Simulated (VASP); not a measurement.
A run of VASP 6.6.1 is set up as follows.

Contents of INCAR:

```
PREC = Accurate
ENCUT = 520
EDIFF = 1E-7
ISMEAR = 0
SIGMA = 0.05
LREAL = F
LASPH = T
NELM = 60
ALGO = Normal
ISIF = 2
LWAVE = F
LCHARG = T
GGA = PE
LELF = T
LVHAR = T
NBANDS = 16
```

KPOINTS

```
regular mesh
0
Gamma
  14 14 14
```

The input POSCAR:

```
InAs
1.0
    0.0000000000      2.8346271336      2.8346271336
    2.8346271336      0.0000000000      2.8346271336
    2.8346271336      2.8346271336      0.0000000000
In As
1 1
Direct
    0.5000000000      0.5000000000      0.5000000000
    0.0000000000      0.0000000000      0.0000000000
```

Potentials or basis: VASP PAW PBE potentials, release 64 (In_d, As).

Command:

```bash
$ cat potpaw_PBE.64/In_d/POTCAR potpaw_PBE.64/As/POTCAR > POTCAR
$ mpirun -np 1 vasp_std > vasp.out
```

**Question.** Estimate the band gap on the k mesh.

**Answer.** Zero (band 9 reaches 6.82 eV, above the bottom of band 10 at 4.06 eV).

**Question.** Predict the pressure.

**Answer.** 2.9 GPa.

Caveat: spin-orbit coupling is left out, which moves the levels of the heavy elements.
